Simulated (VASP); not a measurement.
# Al (P6_3/mmc) in VASP: a series of runs

Aim: see how the results for Al move with the level of theory and the settings. Levels: PBE, LDA. Tasks: single point.

All numbers are computed with VASP 6.6.1; they aren't measurements. Logs are shortened: lines on timing, memory, paths and dates and some standing lists are left out, and cuts for length are marked.

**1. The cell of the first run**

The structure is hexagonal, space group P6_3/mmc (No. 194). Conventional cell: a = 2.812 Å, b = 2.812 Å, c = 4.867 Å, α = 90.00°, β = 90.00°, γ = 120.00°. Al (site symmetry -6m2) has 12 Al at 2.81 to 2.93 Å within 3.7 Å.

**2. Single point, PBE**

Input file INCAR:

```
SYSTEM = Al
  PREC = Accurate
  ENCUT = 520
  EDIFF = 1E-7
  ISMEAR = -1
  SIGMA = 0.05
  LREAL = .False.
  LASPH = .True.
  NELM = 100
  ALGO = Normal
  ISIF = 2
  LWAVE = .False.
  LCHARG = .True.
  GGA = PE
  LELF = .True.
  LVHAR = .True.
  NBANDS = 10
```

Input file KPOINTS:

```
Automatic mesh
0
Gamma
  11 11 6
  0 0 0
```

Input file POSCAR:

```
Al
1.0
    2.8124553515      0.0000000000      0.0000000000
   -1.4062276757      2.4356577814      0.0000000000
    0.0000000000      0.0000000000      4.8668500000
Al
2
Direct
    0.3333333333      0.6666666667      0.2500000000
    0.6666666667      0.3333333333      0.7500000000
```

Potentials or basis: VASP PAW PBE potentials, release 64 (Al).

Started as:

```console
cat potpaw_PBE.64/Al/POTCAR > POTCAR
mpirun -np 1 vasp_std > vasp.out
```

OUTCAR:

```text
SYSTEM = Al
   PREC = Accurate
   ENCUT = 520
   EDIFF = 1E-7
   ISMEAR = -1
   LREAL = .False.
   LASPH = .True.
   NELM = 100
   ISIF = 2
   GGA = PE

 ion  position               nearest neighbor table
   1  0.333  0.667  0.250-   2 2.93   2 2.93   2 2.93   2 2.93   2 2.93   2 2.93
   2  0.667  0.333  0.750-   1 2.93   1 2.93   1 2.93   1 2.93   1 2.93   1 2.93

  LATTYP: Found a hexagonal cell.
 ALAT       =     2.8124553515
 C/A-ratio  =     1.7304630267

  Lattice vectors:

 A1 = (   2.8124553515,   0.0000000000,   0.0000000000)
 A2 = (  -1.4062276757,   2.4356577814,   0.0000000000)
 A3 = (   0.0000000000,   0.0000000000,   4.8668500000)

Analysis of symmetry for initial positions (statically):
=====================================================================
 Subroutine PRICEL returns:
 Original cell was already a primitive cell.

 Routine SETGRP: Setting up the symmetry group for a
 hexagonal supercell.

 Subroutine GETGRP returns: Found 24 space group operations
 (whereof 12 operations were pure point group operations)
 out of a pool of 24 trial point group operations.

The static configuration has the point symmetry D_3d.
 The point group associated with its full space group is D_6h.

Analysis of symmetry for dynamics (positions and initial velocities):
=====================================================================
 Subroutine PRICEL returns:
 Original cell was already a primitive cell.

 Routine SETGRP: Setting up the symmetry group for a
 hexagonal supercell.

 Subroutine GETGRP returns: Found 24 space group operations
 (whereof 12 operations were pure point group operations)
 out of a pool of 24 trial point group operations.

The dynamic configuration has the point symmetry D_3d.
 The point group associated with its full space group is D_6h.

 Subroutine INISYM returns: Found 24 space group operations
 (whereof 12 operations are pure point group operations),
 and found     1 'primitive' translations

----------------------------------------------------------------------------------------

                                     Primitive cell

  volume of cell :      33.3388

  direct lattice vectors                    reciprocal lattice vectors
     2.812455352  0.000000000  0.000000000     0.355561200  0.205283355  0.000000000
    -1.406227676  2.435657781  0.000000000     0.000000000  0.410566709  0.000000000
     0.000000000  0.000000000  4.866850000     0.000000000  0.000000000  0.205471712

  length of vectors
     2.812455352  2.812455351  4.866850000     0.410566709  0.410566709  0.205471712

  position of ions in fractional coordinates (direct lattice)
     0.333333333  0.666666667  0.250000000
     0.666666667  0.333333333  0.750000000

  ion indices of the primitive-cell ions
   primitive index   ion index
                 1           1
                 2           2

----------------------------------------------------------------------------------------

 KPOINTS: Automatic mesh

Automatic generation of k-mesh.
 Grid dimensions read from file:
 generate k-points for:   11   11    6

 Generating k-lattice:

  Cartesian coordinates                     Fractional coordinates (reciprocal lattice)
     0.032323745  0.018662123  0.000000000     0.090909091  0.000000000  0.000000000
     0.000000000  0.037324246  0.000000000     0.000000000  0.090909091  0.000000000
     0.000000000  0.000000000  0.034245285     0.000000000  0.000000000  0.166666667

  Length of vectors
     0.037324246  0.037324246  0.034245285

  Shift w.r.t. Gamma in fractional coordinates (k-lattice)
     0.000000000  0.000000000  0.000000000

 Subroutine IBZKPT returns following result:
 ===========================================

 Found     64 irreducible k-points:

 Following reciprocal coordinates:
            Coordinates               Weight
  0.000000  0.000000  0.000000      1.000000
  0.090909 -0.000000  0.000000      6.000000
  0.181818 -0.000000  0.000000      6.000000
  0.272727  0.000000  0.000000      6.000000
  0.363636  0.000000  0.000000      6.000000
  0.454545 -0.000000  0.000000      6.000000
[... 16 lines left out ...]
  0.090909  0.090909  0.166667     12.000000
  0.181818  0.090909  0.166667     24.000000
 [... further k-points ...]
   k-points           NKPTS =     64   k-points in BZ     NKDIM =     64   number of bands    NBANDS=     10
   number of dos      NEDOS =    301   number of ions     NIONS =      2
   total plane-waves  NPLWV =  20736
   dimension x,y,z NGX =    24 NGY =   24 NGZ =   36
   dimension x,y,z NGXF=    48 NGYF=   48 NGZF=   72
   ions per type =               2
   NGX,Y,Z   is equivalent  to a cutoff of  14.19, 14.19, 12.30 a.u.
   NGXF,Y,Z  is equivalent  to a cutoff of  28.37, 28.37, 24.59 a.u.
 SYSTEM =  Al
   PREC   = accura    normal or accurate (medium, high low for compatibility)
   ISTART =      0    job   : 0-new  1-cont  2-samecut
   ICHARG =      2    charge: 1-file 2-atom 10-const
   ISPIN  =      1    spin polarized calculation?
   LNONCOLLINEAR =      F non collinear calculations
   LSORBIT =      F    spin-orbit coupling
   LASPH  =      T    aspherical Exc in radial PAW
   ENCUT  =  520.0 eV  38.22 Ry    6.18 a.u.   5.23  5.23  9.05*2*pi/ulx,y,z
   NELM   =    100;   NELMIN=  2; NELMDL= -5     # of ELM steps
   EDIFF  = 0.1E-06   stopping-criterion for ELM
   LREAL  =      F    real-space projection
   EDIFFG = 0.1E-05   stopping-criterion for IOM
   NSW    =      0    number of steps for IOM
   IBRION =     -1    ionic relax: 0-MD 1-quasi-New 2-CG
   NFREE  =      0    steps in history (QN), initial steepest desc. (CG)
   ISIF   =      2    stress and relaxation
   ISYM   =      2    0-nonsym 1-usesym 2-fastsym
   POTIM  = 0.5000    time-step for ionic-motion
   TEBEG  =    0.0;   TEEND  =   0.0 temperature during run
   PSTRESS=    0.0 pullay stress
   NELECT =       6.0000    total number of electrons
   NUPDOWN=      -1.0000    fix difference up-down
   EMIN   =  10.00;   EMAX   =-10.00  energy-range for DOS
[... 5 lines left out ...]
     AMIX     =   0.40;   BMIX     =  1.00
     AMIX_MAG =   1.60;   BMIX_MAG =  1.00
  volume/ion in A,a.u.               =      16.67       112.49
  Fermi-wavevector in a.u.,A,eV,Ry     =   0.924291  1.746656 11.623640  0.854313
  Thomas-Fermi vector in A             =   2.050021
   LORBIT       =      0    0 simple, 1 ext, 2 COOP (PROOUT), +10 PAW based schemes
   GGA     = PE    functional components
   LHFCALC =     F    Hartree Fock is set to
   AEXX    =    0.0000 exact exchange contribution
   IVDW    =     0    specifies the selected vdW correction
   LEPSILON=     F    determine dielectric tensor
   LRPA    =     F    only Hartree local field effects (RPA)
 non-spin polarized calculation
  energy-cutoff  :      520.00
  volume of cell :       33.34
 maximum number of plane-waves:       916
 NGX is ok and might be reduce to    24
   NGX = 11   NGY = 11   NGZ = 19

 number of electron       6.0000000 magnetization

 Free energy of the ion-electron system (eV)
  ---------------------------------------------------
  ext. energy  EPLUGINS =         0.00000000
  ---------------------------------------------------
  free energy    TOTEN  =        -7.43568421 eV

  energy without entropy =       -7.43115011  energy(sigma->0) =       -7.43341716

 E-fermi :   7.9137     XC(G=0): -10.1593

 val. band max:        7.8473341004   @ k =   0.2727   0.1818   0.3333
 cond. band min:       8.0566480155   @ k =   0.3636   0.0909   0.3333
 fundamental gap:      0.2093139151
 Fermi energy:         7.9136551071

 k-point     1 :       0.0000    0.0000    0.0000
  band No.  band energies     occupation
      1      -3.1752      2.00000
      2       2.8256      2.00000
      3       3.0645      2.00000
      4      19.0473      0.00000
      5      19.3268      0.00000
      6      19.3268      0.00000
      7      19.5513      0.00000
      8      19.5513      0.00000
      9      20.2722      0.00000
     10      22.6088      0.00000

 k-point     2 :       0.0909   -0.0000    0.0000
  band No.  band energies     occupation
      1      -2.9691      2.00000
      2       3.0276      2.00000
      3       3.2571      2.00000
      4      16.2447      0.00000
      5      17.6796      0.00000
      6      18.6333      0.00000
      7      19.9938      0.00000
      8      20.3602      0.00000
      9      21.4930      0.00000
     10      21.7534      0.00000

 k-point     3 :       0.1818   -0.0000    0.0000
  band No.  band energies     occupation
      1      -2.3527      2.00000
      2       3.6279      2.00000
      3       3.8348      2.00000
      4      12.8090      0.00000
      5      16.2778      0.00000
      6      17.1961      0.00000
      7      18.3901      0.00000
      8      18.5809      0.00000
      9      21.0057      0.00000
     10      21.0441      0.00000

 k-point     4 :       0.2727    0.0000    0.0000
  band No.  band energies     occupation
      1      -1.3315      2.00000
      2       4.6026      2.00000
      3       4.7972      2.00000
      4       9.6247      0.00000
      5      14.8258      0.00000
      6      15.2284      0.00000
      7      15.4310      0.00000
      8      16.9750      0.00000
      9      20.1830      0.00000
     10      21.0244      0.00000

 k-point     5 :       0.3636    0.0000    0.0000
  band No.  band energies     occupation
      1       0.0852      2.00000
      2       5.7090      2.00000
      3       6.1410      2.00000
      4       6.9999      2.00000
      5      12.2869      0.00000
      6      12.5733      0.00000
      7      14.5304      0.00000
      8      16.1439      0.00000
      9      19.5690      0.00000
     10      20.2257      0.00000

 k-point     6 :       0.4545   -0.0000    0.0000
  band No.  band energies     occupation
      1       1.8821      2.00000
      2       4.0271      2.00000
      3       7.8314      1.67664
      4       7.8336      1.66440
      5       9.9859      0.00000
      6      10.1175      0.00000
      7      14.1820      0.00000
      8      15.7333      0.00000
      9      19.2627      0.00000
     10      19.8329      0.00000
[... 183 lines left out ...]
 k-point    21 :       0.3636    0.0000    0.1667
  band No.  band energies     occupation
      1       0.2546      2.00000
      2       4.2312      2.00000
      3       6.7652      2.00000
      4       8.2837      0.00122
      5      10.7542      0.00000
      6      14.3386      0.00000
      7      14.6782      0.00000
      8      16.2712      0.00000
      9      18.2259      0.00000
     10      19.4213      0.00000

 k-point    22 :       0.4545   -0.0000    0.1667
  band No.  band energies     occupation
      1       2.0484      2.00000
      2       4.1684      2.00000
      3       6.1224      2.00000
      4       8.1383      0.02215
      5      10.0569      0.00000
      6      12.0343      0.00000
      7      14.3298      0.00000
      8      15.8709      0.00000
      9      17.8825      0.00000
     10      19.6137      0.00000

 k-point    23 :       0.0909    0.0909    0.1667
  band No.  band energies     occupation
      1      -2.3852      2.00000
      2       1.6970      2.00000
      3       5.6795      2.00000
      4      14.6466      0.00000
      5      14.8511      0.00000
      6      17.0829      0.00000
      7      18.5195      0.00000
      8      18.5447      0.00000
      9      20.9560      0.00000
     10      21.2793      0.00000

 k-point    24 :       0.1818    0.0909    0.1667
  band No.  band energies     occupation
      1      -1.5673      2.00000
      2       2.4910      2.00000
      3       6.4375      2.00000
      4      11.4618      0.00000
      5      13.4345      0.00000
      6      15.3129      0.00000
      7      17.1366      0.00000
      8      17.7880      0.00000
      9      19.1192      0.00000
     10      20.4189      0.00000

 [... further k-points ...]
[... 5 lines left out ...]
  --------------------------------------------------------------------------------------
  -------------------------------------------------------------------------------------
  Total        0.3431142      0.3431142     -0.6058985      0.0000000     -0.0000000      0.0000000
  in kB       16.4891927     16.4891927    -29.1179376      0.0000000     -0.0000000      0.0000000
  external PRESSURE =       1.2868159 kB  Pullay stress =       0.0000000 kB

 VOLUME and BASIS-vectors are now :
 -----------------------------------------------------------------------------
  energy-cutoff  :      520.00
  volume of cell :       33.34
      direct lattice vectors                 reciprocal lattice vectors
     2.812455352  0.000000000  0.000000000     0.355561200  0.205283355  0.000000000
    -1.406227676  2.435657781  0.000000000     0.000000000  0.410566709  0.000000000
     0.000000000  0.000000000  4.866850000     0.000000000  0.000000000  0.205471712

 POSITION                                       TOTAL-FORCE (eV/Angst)
 -----------------------------------------------------------------------------------
     -0.00000      1.62377      1.21671         0.000000     -0.000000      0.000000
      1.40623      0.81189      3.65014        -0.000000      0.000000      0.000000
 -----------------------------------------------------------------------------------
    total drift:                                0.000000     -0.000000     -0.000000

  FREE ENERGIE OF THE ION-ELECTRON SYSTEM (eV)
  ---------------------------------------------------
  free  energy   TOTEN  =        -7.4356842091 eV

  energy  without entropy=       -7.4311501132  energy(sigma->0) =       -7.43341716
```

It took 8.7 s on 1 thread of Intel Xeon Platinum 8488C (Sapphire Rapids), shared host; peak memory 0.15 GiB.

What came out:

```yaml
Free_energy: -7.4357 eV
Pressure: 0.1 GPa
Band_gap_on_the_k_mesh: zero (band 3 reaches 11.36 eV, above the bottom of band 4 at 4.96 eV)
```

Stress tensor (GPa, compression positive):
```
 1.65  0.00  0.00
 0.00  1.65  0.00
 0.00  0.00 -2.91
```

**3. Single point, LDA (volume scaled by 0.96)**

Input file INCAR:

```
ALGO     = Fast           # electronic algorithm
EDIFF    = 1E-6           # SCF threshold, eV
ENCUT    = 520            # plane-wave cutoff, eV
GGA      = CA             # functional
ISIF     = 2              # what is computed and relaxed
ISMEAR   = -1             # smearing method
LASPH    = True           # aspherical terms in the spheres
LCHARG   = False          # write CHGCAR
LREAL    = False          # projectors in reciprocal space
LWAVE    = False          # write WAVECAR
NBANDS   = 10             # bands
NELM     = 100            # most SCF steps
PREC     = Accurate       # precision mode
SIGMA    = 0.05           # smearing width, eV
```

Input file KPOINTS:

```
k-points
0
Gamma
  11 11 6
```

Input file POSCAR:

```
Al
1.0
    2.7744445386      0.0000000000      0.0000000000
   -1.3872222692      2.4027394518      0.0000000000
    0.0000000000      0.0000000000      4.8010736936
Al
2
Direct
    0.3333333333      0.6666666667      0.2500000000
    0.6666666667      0.3333333333      0.7500000000
```

Potentials or basis: VASP PAW LDA potentials, release 64 (Al).

Started as:

```console
cat potpaw_LDA.64/Al/POTCAR > POTCAR
mpirun -np 1 vasp_std > vasp.out
```

Run time: 5.1 s. Hardware: 1 thread of Intel Xeon 6975P-C (Granite Rapids), shared host; peak memory 0.13 GiB.

The run converged. Its results:

| Property | Result |
| --- | --- |
| Free energy | -8.3230 eV |
| Pressure | 0.1 GPa |
| Band gap on the k mesh | zero (band 3 reaches 11.63 eV, above the bottom of band 4 at 5.13 eV) |

Stress tensor (GPa, compression positive):
```
 1.80  0.00  0.00
 0.00  1.80  0.00
 0.00  0.00 -3.25
```

Levels at points of the mesh, in eV from the Fermi level:
```
           k point  band 1  band 2  band 3  band 4  band 5  band 6
(0.00, 0.00, 0.00)  -11.34   -5.17   -4.98   11.29   11.65   11.65
(0.00, 0.00, 0.50)   -9.75   -9.75    2.41    2.41   12.65   12.65
```
